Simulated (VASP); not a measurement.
A run of VASP 6.6.1 is set up as follows.

Contents of INCAR:

```
PREC = Accurate
ENCUT = 600
EDIFF = 1E-7
ISMEAR = 0
SIGMA = 0.1
LREAL = False
LASPH = True
NELM = 60
ALGO = Normal
ISIF = 3
LWAVE = False
LCHARG = False
GGA = PE
IBRION = 2
NSW = 90
EDIFFG = -0.04
```

Contents of KPOINTS:

```
regular mesh
0
Gamma
  4 4 4
```

Contents of POSCAR:

```
Be3Cl2
1.0
    4.3234030825     -3.0194327389      0.0000000000
    4.3234030825      3.0194327389      0.0000000000
   -1.0610214833      0.0000000000      3.8203762181
Be Cl
3 2
Direct
    0.4651363566      0.7696706200      0.0676159140
    0.2303293800      0.5348636434      0.9323840860
    0.2913397840      0.7086602160      0.5000000000
    0.8622642811      0.7657364683      0.1433532777
    0.2342635317      0.1377357189      0.8566467223
```

Potentials or basis: VASP PAW PBE potentials, release 64 (Be, Cl).

Launch:

```bash
$ cat potpaw_PBE.64/Be/POTCAR potpaw_PBE.64/Cl/POTCAR > POTCAR
$ mpirun -np 1 vasp_std > vasp.out
```

(1) Estimate the band gap on the k mesh.

Results:

(1) 1.22 eV (least direct gap 1.35 eV).

Caveat: the relaxation stopped at its first step, so nothing moved.
